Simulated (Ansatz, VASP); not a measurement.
**Al3BSb2 in VASP and in Ansatz**

The input INCAR:

```
ALGO = Normal
EDIFF = 1E-7
EDIFFG = -0.08
ENCUT = 500
GGA = PE
GGA_COMPAT = F
IBRION = 2
ISIF = 3
ISMEAR = 0
LASPH = T
LCHARG = F
LREAL = F
LWAVE = F
NELM = 120
NELMIN = 4
NSW = 36
PREC = Accurate
SIGMA = 0.2
```

The input KPOINTS:

```
k-points
0
Gamma
  3 3 4
```

File POSCAR:

```
Al3BSb2
1.0
    5.9566818900      0.0000000000      0.0000000000
   -2.9783409400      5.1586378400      0.0000000000
    0.0000000000      0.0000000000      4.3301230200
Al B Sb
3 1 2
Direct
    0.3338896700      0.0000000000      0.0000000000
    0.0000000000      0.3338896700      0.0000000000
    0.6661103300      0.6661103300      0.0000000000
    0.0000000000      0.0000000000      0.0000000000
    0.3333333300      0.6666666700      0.0000000000
    0.6666666700      0.3333333300      0.0000000000
```

Input for Ansatz:

```yaml
crystal:
  lattice:
    - [5.95668189, 0.0, 0.0]
    - [-2.97834094, 5.15863784, 0.0]
    - [0.0, 0.0, 4.33012302]
  atoms:
    - { symbol: Al, position: [0.33388967, 0.0, 0.0] }
    - { symbol: Al, position: [0.0, 0.33388967, 0.0] }
    - { symbol: Al, position: [0.66611033, 0.66611033, 0.0] }
    - { symbol: B, position: [0.0, 0.0, 0.0] }
    - { symbol: Sb, position: [0.33333333, 0.66666667, 0.0] }
    - { symbol: Sb, position: [0.66666667, 0.33333333, 0.0] }
basis:
  ecutwfc: 420
kpoints:
  mp_grid: { grid: [3, 3, 4] }
hamiltonian:
  xc: pbe
scf:
  occupations: { method: gaussian, width: 0.2 }
  lower_state_search: "off"
output:
  forces: true
  stress: true
  eigenvalues: true
relax:
  adjacent_minimum: "off"
  f_tol: 0.08
  max_steps: 16
  cell: { stress_tol: 0.8 }
```

Alike in both runs: task relaxation of cell and atoms; functional PBE; k mesh 3 × 3 × 4; occupations gaussian, width 0.2 eV; no spin polarisation.

|  | VASP | Ansatz |
| --- | --- | --- |
| version | VASP 6.6.1 | Ansatz 0.2.0 |
| potentials or method | VASP PAW PBE potentials, release 64 (Al, B, Sb), cutoff 500 eV | scalar-relativistic, plane waves, PAW |
| valence electrons in the cell | 22 | 42 |

Ansatz gave:

```
gap on the k mesh at the Fermi level, each at its own relaxed structure (eV) : none
relaxed volume (Å³/atom)                                                     : 26.11
relaxed cell length with the largest relative difference (Å)                 : 3.400
```

Q: Estimate VASP's values.

A: gap on the k mesh at the Fermi level, each at its own relaxed structure (eV): none; relaxed volume (Å³/atom): 26.59; relaxed cell length with the largest relative difference (Å): 3.438.

A gap of «none» marks a metal or a gap that the smearing closes. VASP's potentials hold 22 valence electrons a cell and Ansatz's 42, so a difference there can come from the potentials and not from the codes.

The k mesh is coarse, so the values compare programs but aren't converged. Spin-orbit coupling is off throughout. Noted on VASP's run: the volume moved by over 15 % at a fixed basis, so the end points are rough.
